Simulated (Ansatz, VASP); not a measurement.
Two plane-wave programs on SiO2

The input INCAR:

```
SYSTEM = SiO2
  PREC = Accurate
  ENCUT = 600
  EDIFF = 1E-6
  ISMEAR = 0
  SIGMA = 0.05
  LREAL = .FALSE.
  LASPH = .TRUE.
  NELM = 120
  ALGO = Normal
  ISIF = 2
  LWAVE = .FALSE.
  LCHARG = .TRUE.
  GGA = CA
  LELF = .TRUE.
  LVHAR = .TRUE.
  NBANDS = 25
  GGA_COMPAT = .FALSE.
```

File KPOINTS:

```
Automatic mesh
0
G
  6 6 8
  0 0 0
```

The input POSCAR:

```
SiO2
1.0
    4.1547670904      0.0000000000      0.0000000000
    0.0000000000      4.1547670904      0.0000000000
    0.0000000000      0.0000000000      2.6615051503
Si O
2 4
Direct
    0.5000000000      0.5000000000      0.5000000000
    0.0000000000      0.0000000000      0.0000000000
    0.6944280345      0.6944280345      0.0000000000
    0.1944280345      0.8055719655      0.5000000000
    0.3055719655      0.3055719655      0.0000000000
    0.8055719655      0.1944280345      0.5000000000
```

Input for Ansatz:

```yaml
crystal:
  lattice:
    - [4.1547670904, 0.0, 0.0]
    - [0.0, 4.1547670904, 0.0]
    - [0.0, 0.0, 2.6615051503]
  atoms:
    - { symbol: Si, position: [0.5, 0.5, 0.5] }
    - { symbol: Si, position: [0.0, 0.0, 0.0] }
    - { symbol: O, position: [0.6944280345, 0.6944280345, 0.0] }
    - { symbol: O, position: [0.1944280345, 0.8055719655, 0.5] }
    - { symbol: O, position: [0.3055719655, 0.3055719655, 0.0] }
    - { symbol: O, position: [0.8055719655, 0.1944280345, 0.5] }
basis:
  ecutwfc: 420
kpoints:
  mp_grid: { grid: [6, 6, 8] }
hamiltonian:
  xc: lda
scf:
  occupations: { method: gaussian, width: 0.05 }
output:
  forces: true
  stress: true
  eigenvalues: true
  write_density: true
  write_potential: true
  elf: true
  volumetric_format: npy
```

Alike in both runs: task single point; functional LDA; k mesh 6 × 6 × 8; occupations gaussian, width 0.05 eV; no spin polarisation.

|  | VASP | Ansatz |
| --- | --- | --- |
| version | VASP 6.6.1 | Ansatz 0.2.0 |
| potentials or method | VASP PAW LDA potentials, release 64 (Si, O), cutoff 600 eV | scalar-relativistic, plane waves, PAW |
| valence electrons in the cell | 32 | 32 |

```tsv
	VASP	Ansatz	Ansatz less VASP
gap on the k mesh at the Fermi level (eV)	5.82	5.81	-0.011
least direct gap on the mesh (eV)	5.82	5.81	-0.011
pressure (GPa)	0.6	0.0	-0.63
traceless stress, the component that is largest in VASP (GPa)	0.58	-0.01	-0.590
rms of the force components (eV/Å)	0.016	0.001	-0.0159
```

LDA's correlation is that of Perdew and Zunger in VASP and of Perdew and Wang (1992) in Ansatz. Atom by atom the forces differ by 0.017 eV/Å (rms over components).
